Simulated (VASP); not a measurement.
# FeO (R-3m) in VASP: electric field gradients with PBE

Aim: the electric field gradients of FeO with PBE.

All numbers are computed with VASP 6.6.1; they aren't measurements. Logs are shortened: lines on timing, memory, paths and dates and some standing lists are left out, and cuts for length are marked.

## 1. The cell of the first run

It takes space group R-3m (No. 166, trigonal). Conventional cell: a = 3.035 Å, b = 3.035 Å, c = 7.547 Å, α = 90.00°, β = 90.00°, γ = 120.00°. Fe (site symmetry -3m) has 6 O at 2.16 Å within 2.9 Å. Within 2.9 Å of O (site symmetry -3m) lie 6 Fe at 2.16 Å.

## 2. Electric field gradients, PBE, collinear spin, ferromagnetic start

Input file INCAR:

```
PREC     = Accurate       # precision mode
ENCUT    = 520            # plane-wave cutoff, eV
EDIFF    = 1E-8           # SCF threshold, eV
ISMEAR   = -1             # smearing method
SIGMA    = 0.03           # smearing width, eV
LREAL    = F              # projectors in reciprocal space
LASPH    = T              # aspherical terms in the spheres
NELM     = 150            # most SCF steps
ALGO     = Normal         # electronic algorithm
ISIF     = 2              # what is computed and relaxed
LWAVE    = F              # write WAVECAR
LCHARG   = F              # write CHGCAR
ISPIN    = 2              # spin polarisation
MAGMOM   = 3 0            # initial moments
LORBIT   = 11             # projections on sites
LMAXMIX  = 4              # l up to which the mixer works
GGA      = PE             # functional
LEFG     = T            
NBANDS   = 18             # bands
```

Input file KPOINTS:

```
Automatic mesh
0
Gamma
  16 16 16
```

Input file POSCAR:

```
FeO
1.0
    1.5176813758      0.8762337509      2.5157933572
   -1.5176813758      0.8762337509      2.5157933572
    0.0000000000     -1.7524675018      2.5157933572
Fe O
1 1
Direct
    0.0000000000      0.0000000000      0.0000000000
    0.5000000000      0.5000000000      0.5000000000
```

Potentials or basis: VASP PAW PBE potentials, release 64 (Fe, O).

Command:

```console
$ cat potpaw_PBE.64/Fe/POTCAR potpaw_PBE.64/O/POTCAR > POTCAR
$ mpirun -np 1 vasp_std > vasp.out
```

OUTCAR:

```text
PREC = Accurate
   ENCUT = 520
   EDIFF = 1E-8
   ISMEAR = -1
   LREAL = F
   LASPH = T
   NELM = 150
   ISIF = 2
   ISPIN = 2
   LORBIT = 11
   GGA = PE

 ion  position               nearest neighbor table
   1  0.000  0.000  0.000-   2 2.16   2 2.16   2 2.16   2 2.16   2 2.16   2 2.16
   2  0.500  0.500  0.500-   1 2.16   1 2.16   1 2.16   1 2.16   1 2.16   1 2.16

  LATTYP: Found a trigonal (rhomboedric) cell.
 ALAT       =     3.0660004176
 COS(alpha) =     0.5099427870

  Lattice vectors:

 A1 = (   1.5176813758,   0.8762337509,   2.5157933572)
 A2 = (  -1.5176813758,   0.8762337509,   2.5157933572)
 A3 = (   0.0000000000,  -1.7524675018,   2.5157933572)

Analysis of symmetry for initial positions (statically):
=====================================================================
 Subroutine PRICEL returns:
 Original cell was already a primitive cell.

 Routine SETGRP: Setting up the symmetry group for a
 trigonal (rhombohedral) supercell.

 Subroutine GETGRP returns: Found 12 space group operations
 (whereof 12 operations were pure point group operations)
 out of a pool of 12 trial point group operations.

The static configuration has the point symmetry D_3d.

Analysis of symmetry for dynamics (positions and initial velocities):
=====================================================================
 Subroutine PRICEL returns:
 Original cell was already a primitive cell.

 Routine SETGRP: Setting up the symmetry group for a
 trigonal (rhombohedral) supercell.

 Subroutine GETGRP returns: Found 12 space group operations
 (whereof 12 operations were pure point group operations)
 out of a pool of 12 trial point group operations.

The dynamic configuration has the point symmetry D_3d.

Analysis of structural, dynamic, and magnetic symmetry:
=====================================================================
 Subroutine PRICEL returns:
 Original cell was already a primitive cell.

 Routine SETGRP: Setting up the symmetry group for a
 trigonal (rhombohedral) supercell.

 Subroutine GETGRP returns: Found 12 space group operations
 (whereof 12 operations were pure point group operations)
 out of a pool of 12 trial point group operations.

The overall configuration has the point symmetry D_3d.

 Subroutine INISYM returns: Found 12 space group operations
 (whereof 12 operations are pure point group operations),
 and found     1 'primitive' translations

----------------------------------------------------------------------------------------

                                     Primitive cell

  volume of cell :      20.0737

  direct lattice vectors                    reciprocal lattice vectors
     1.517681376  0.876233751  2.515793357     0.329449915  0.190207997  0.132496309
    -1.517681376  0.876233751  2.515793357    -0.329449915  0.190207997  0.132496309
     0.000000000 -1.752467502  2.515793357     0.000000000 -0.380415994  0.132496309

  length of vectors
     3.066000418  3.066000418  3.066000418     0.402829493  0.402829493  0.402829493

  position of ions in fractional coordinates (direct lattice)
     0.000000000  0.000000000  0.000000000
     0.500000000  0.500000000  0.500000000

  ion indices of the primitive-cell ions
   primitive index   ion index
                 1           1
                 2           2

----------------------------------------------------------------------------------------

 KPOINTS: Automatic mesh

Automatic generation of k-mesh.
 Grid dimensions read from file:
 generate k-points for:   16   16   16

 Generating k-lattice:

  Cartesian coordinates                     Fractional coordinates (reciprocal lattice)
     0.020590620  0.011888000  0.008281019     0.062500000  0.000000000  0.000000000
    -0.020590620  0.011888000  0.008281019     0.000000000  0.062500000  0.000000000
     0.000000000 -0.023776000  0.008281019     0.000000000  0.000000000  0.062500000

[... 53 lines left out ...]
   LASPH  =      T    aspherical Exc in radial PAW
   ENCUT  =  520.0 eV  38.22 Ry    6.18 a.u.   5.70  5.70  5.70*2*pi/ulx,y,z
   NELM   =    150;   NELMIN=  2; NELMDL= -5     # of ELM steps
   EDIFF  = 0.1E-07   stopping-criterion for ELM
   LREAL  =      F    real-space projection
   EDIFFG = 0.1E-06   stopping-criterion for IOM
   NSW    =      0    number of steps for IOM
   IBRION =     -1    ionic relax: 0-MD 1-quasi-New 2-CG
   NFREE  =      0    steps in history (QN), initial steepest desc. (CG)
   ISIF   =      2    stress and relaxation
   ISYM   =      2    0-nonsym 1-usesym 2-fastsym
   POTIM  = 0.5000    time-step for ionic-motion
   TEBEG  =    0.0;   TEEND  =   0.0 temperature during run
   PSTRESS=    0.0 pullay stress
   NELECT =      14.0000    total number of electrons
   NUPDOWN=      -1.0000    fix difference up-down
   EMIN   =  10.00;   EMAX   =-10.00  energy-range for DOS
   EFERMI =   0.00;   METHOD = LEGACY
   ISMEAR =    -1;   SIGMA  =   0.03  broadening in eV -4-tet -1-fermi 0-gaus
   EFERMI_NEDOS =   21; number of points for ismear=-14 and -15
   IALGO  =     38    algorithm
   IMIX   =      4    mixing-type and parameters
     AMIX     =   0.40;   BMIX     =  1.00
     AMIX_MAG =   1.60;   BMIX_MAG =  1.00
  volume/ion in A,a.u.               =      10.04        67.73
  Fermi-wavevector in a.u.,A,eV,Ry     =   1.451806  2.743515 28.677551  2.107741
  Thomas-Fermi vector in A             =   2.569261
   LORBIT       =     11    0 simple, 1 ext, 2 COOP (PROOUT), +10 PAW based schemes
   GGA     = PE    functional components
   LHFCALC =     F    Hartree Fock is set to
   AEXX    =    0.0000 exact exchange contribution
   IVDW    =     0    specifies the selected vdW correction
   LEPSILON=     F    determine dielectric tensor
   LRPA    =     F    only Hartree local field effects (RPA)
 spin polarized calculation
  energy-cutoff  :      520.00
  volume of cell :       20.07
 maximum number of plane-waves:       556
   NGX = 11   NGY = 11   NGZ = 11

 number of electron      13.9999999 magnetization       4.0000424

 Free energy of the ion-electron system (eV)
  ---------------------------------------------------
  ext. energy  EPLUGINS =         0.00000000
  ---------------------------------------------------
  free energy    TOTEN  =       -14.93210006 eV

  energy without entropy =      -14.92790886  energy(sigma->0) =      -14.93000446

 E-fermi :   6.1741     XC(G=0): -12.1511

 val. band max:        6.1733718870   @ k =   0.3125  -0.0000  -0.0000
 cond. band min:       6.1758068743   @ k =   0.3125   0.1250   0.0625
 fundamental gap:      0.0024349874
 Fermi energy:         6.1740640368

 spin component 1

 k-point     1 :       0.0000    0.0000    0.0000
  band No.  band energies     occupation
      1     -14.5261      1.00000
      2       2.2606      1.00000
      3       2.3233      1.00000
      4       2.3233      1.00000
      5       2.3252      1.00000
      6       2.4201      1.00000
[... 493 lines left out ...]
     17      28.3143      0.00000
     18      30.8216      0.00000

 [... further k-points ...]

 spin component 2

 k-point     1 :       0.0000    0.0000    0.0000
  band No.  band energies     occupation
      1     -13.9941      1.00000
      2       2.8807      1.00000
      3       2.9784      1.00000
      4       2.9784      1.00000
      5       5.3872      1.00000
      6       5.4682      1.00000
[... 493 lines left out ...]
     17      29.7140      0.00000
     18      31.9896      0.00000

 [... further k-points ...]
[... 5 lines left out ...]
  --------------------------------------------------------------------------------------
  -------------------------------------------------------------------------------------
  Total       -0.0350365     -0.0350365     -0.1607929      0.0000000     -0.0000000      0.0000000
  in kB       -2.7964302     -2.7964302    -12.8336615      0.0000000     -0.0000000      0.0000000
  external PRESSURE =      -6.1421740 kB  Pullay stress =       0.0000000 kB

 VOLUME and BASIS-vectors are now :
 -----------------------------------------------------------------------------
  energy-cutoff  :      520.00
  volume of cell :       20.07
      direct lattice vectors                 reciprocal lattice vectors
     1.517681376  0.876233751  2.515793357     0.329449915  0.190207997  0.132496309
    -1.517681376  0.876233751  2.515793357    -0.329449915  0.190207997  0.132496309
     0.000000000 -1.752467502  2.515793357     0.000000000 -0.380415994  0.132496309

 POSITION                                       TOTAL-FORCE (eV/Angst)
 -----------------------------------------------------------------------------------
      0.00000      0.00000      0.00000         0.000000      0.000000      0.000000
      0.00000      0.00000      3.77369         0.000000     -0.000000     -0.000000
 -----------------------------------------------------------------------------------
    total drift:                               -0.000000      0.000000     -0.000000

  FREE ENERGIE OF THE ION-ELECTRON SYSTEM (eV)
  ---------------------------------------------------
  free  energy   TOTEN  =       -14.9321000604 eV

  energy  without entropy=      -14.9279088594  energy(sigma->0) =      -14.93000446

 Electric field gradients (V/A^2)
---------------------------------------------------------------------
 ion       V_xx      V_yy      V_zz      V_xy      V_xz      V_yz
---------------------------------------------------------------------
   1      -0.753    -0.753     1.507     0.000    -0.000     0.000
   2      -1.472    -1.472     2.944    -0.000     0.000    -0.000
---------------------------------------------------------------------

 Electric field gradients after diagonalization (V/A^2)
 (convention: |V_zz| > |V_xx| > |V_yy|)
----------------------------------------------------------------------
 ion       V_xx      V_yy      V_zz     asymmetry (V_yy - V_xx)/ V_zz
----------------------------------------------------------------------
   1      -0.753    -0.753     1.507       0.000
   2      -1.472    -1.472     2.944       0.000
----------------------------------------------------------------------

           NMR quadrupolar parameters

 Cq : quadrupolar parameter    Cq=e*Q*V_zz/h
 eta: asymmetry parameters     (V_yy - V_xx)/ V_zz
 Q  : nuclear electric quadrupole moment in mb (millibarn)
----------------------------------------------------------------------
 ion       Cq(MHz)       eta       Q (mb)
----------------------------------------------------------------------
   1       0.004       0.000       1.000
   2       0.007       0.000       1.000
----------------------------------------------------------------------

 total charge

# of ion       s       p       d       tot
------------------------------------------
    1        0.287   0.357   6.084   6.727
    2        1.556   3.436   0.000   4.993
--------------------------------------------------
tot          1.843   3.793   6.084  11.720

 magnetization (x)

# of ion       s       p       d       tot
------------------------------------------
    1        0.027   0.021   3.571   3.619
    2        0.030   0.271   0.000   0.301
--------------------------------------------------
tot          0.057   0.293   3.571   3.920
```

Run time: 3.1 min. Hardware: 1 thread of Intel Xeon Platinum 8375C at 2.90GHz (Ice Lake), shared host; peak memory 0.34 GiB.

Results:

* Free energy: -14.9321 eV
* Pressure: -0.6 GPa
* Band gap on the k mesh: zero (filled and empty bands overlap)
* Net moment: 4.00 μB per cell
* Site moments: Fe +3.62; O +0.30 μB
* Largest electric field gradient by atom: Fe +1.5; O +2.9 V/Å²
* Valence electrons inside the program's atomic spheres: Fe 6.73; O 4.99

Stress tensor (GPa, compression positive):
```
-0.28  0.00  0.00
 0.00 -0.28  0.00
 0.00  0.00 -1.28
```

Levels at points of the mesh, in eV from the Fermi level:
Spin up:
```
           k point  band 6  band 7  band 8  band 9  band 10  band 11  band 12  band 13
(0.00, 0.00, 0.00)   -3.75   -3.75   -3.68   -3.68     0.08    15.46    16.76    17.15
(0.50, 0.00, 0.00)   -3.03   -2.48   -0.36   -0.33     4.05     8.50    12.37    12.57
(0.50, 0.50, 0.00)   -3.29   -2.81   -2.80   -2.79     5.27     8.73    10.76    14.58
(0.50, 0.50, 0.50)   -3.08   -2.54   -0.36   -0.36     4.17     8.28    12.75    12.75
```
Spin down:
| k point | band 1 | band 2 | band 3 | band 4 | band 5 | band 6 | band 7 | band 8 | band 9 | band 10 |
| --- | --- | --- | --- | --- | --- | --- | --- | --- | --- | --- |
| (0.00, 0.00, 0.00) | -20.17 | -3.29 | -3.20 | -3.20 | -0.79 | -0.71 | -0.71 | 0.20 | 0.20 | 0.88 |
| (0.50, 0.00, 0.00) | -18.98 | -7.95 | -5.19 | -5.10 | 0.35 | 0.43 | 0.61 | 2.77 | 2.80 | 4.54 |
| (0.50, 0.50, 0.00) | -18.98 | -6.85 | -4.45 | -4.35 | -2.10 | 0.71 | 0.73 | 0.75 | 1.13 | 6.61 |
| (0.50, 0.50, 0.50) | -19.02 | -8.00 | -5.06 | -5.06 | 0.37 | 0.37 | 0.56 | 2.75 | 2.75 | 4.66 |

Electric field gradients, principal values (V/Å²):
```
atom   least  middle  greatest (by size)
1 Fe  -0.753  -0.753               1.507
 2 O  -1.472  -1.472               2.944
```

Caveat: without QUAD_EFG the Cq values of the log hold for a quadrupole moment of 1 mb, not for the nuclei; a cell with one magnetic atom can't hold antiferromagnetic order, which such compounds often take; semilocal functionals often make such compounds metallic where correlation or magnetic order opens a gap, which also shifts bond lengths.
